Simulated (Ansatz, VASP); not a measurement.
## Two plane-wave programs on Ni3Ge

INCAR

```
SYSTEM = Ni3Ge
ALGO = Fast
EDIFF = 1E-6
ENCUT = 520
GGA = PS
ISIF = 2
ISMEAR = 0
LASPH = .True.
LCHARG = .False.
LREAL = .False.
LWAVE = .False.
NBANDS = 30
NELM = 60
PREC = Accurate
SIGMA = 0.15
```

KPOINTS

```
k-points
0
Gamma
  14 14 14
  0 0 0
```

POSCAR

```
Ni3Ge
1.0
    3.4720405605      0.0000000000      0.0000000000
    0.0000000000      3.4720405605      0.0000000000
    0.0000000000      0.0000000000      3.4720405605
Ni Ge
3 1
Direct
    0.5000000000      0.0000000000      0.5000000000
    0.0000000000      0.5000000000      0.5000000000
    0.5000000000      0.5000000000      0.0000000000
    0.0000000000      0.0000000000      0.0000000000
```

Input for Ansatz:

```yaml
crystal:
  lattice:
    - [3.4720405605, 0.0, 0.0]
    - [0.0, 3.4720405605, 0.0]
    - [0.0, 0.0, 3.4720405605]
  atoms:
    - { symbol: Ni, position: [0.5, 0.0, 0.5] }
    - { symbol: Ni, position: [0.0, 0.5, 0.5] }
    - { symbol: Ni, position: [0.5, 0.5, 0.0] }
    - { symbol: Ge, position: [0.0, 0.0, 0.0] }
basis:
  ecutwfc: 420
kpoints:
  mp_grid: { grid: [14, 14, 14] }
hamiltonian:
  xc: pbesol
scf:
  occupations: { method: gaussian, width: 0.15 }
output:
  forces: true
  stress: true
  eigenvalues: true
```

Change from the starting cell: strain -0.015 along x and y, -0.015 along z, atoms carried along.

Alike in both runs: task single point; functional PBEsol; k mesh 14 × 14 × 14; occupations gaussian, width 0.15 eV; no spin polarisation.

|  | VASP | Ansatz |
| --- | --- | --- |
| version | VASP 6.6.1 | Ansatz 0.2.0 |
| potentials or method | VASP PAW PBE potentials, release 64 (Ni, Ge_d), cutoff 520 eV | scalar-relativistic, plane waves, PAW |
| valence electrons in the cell | 44 | 68 |

```csv
,VASP,Ansatz,Ansatz less VASP
gap on the k mesh at the Fermi level (eV),none,none,-
pressure (GPa),11.3,11.1,-0.23
```

VASP's potentials were made for PBE, not for PBEsol. A gap of «none» marks a metal or a gap that the smearing closes. The functional is the same, so the differences come from potentials, cutoffs and numerics. VASP's potentials hold 44 valence electrons a cell and Ansatz's 68, so a difference there can come from the potentials and not from the codes.
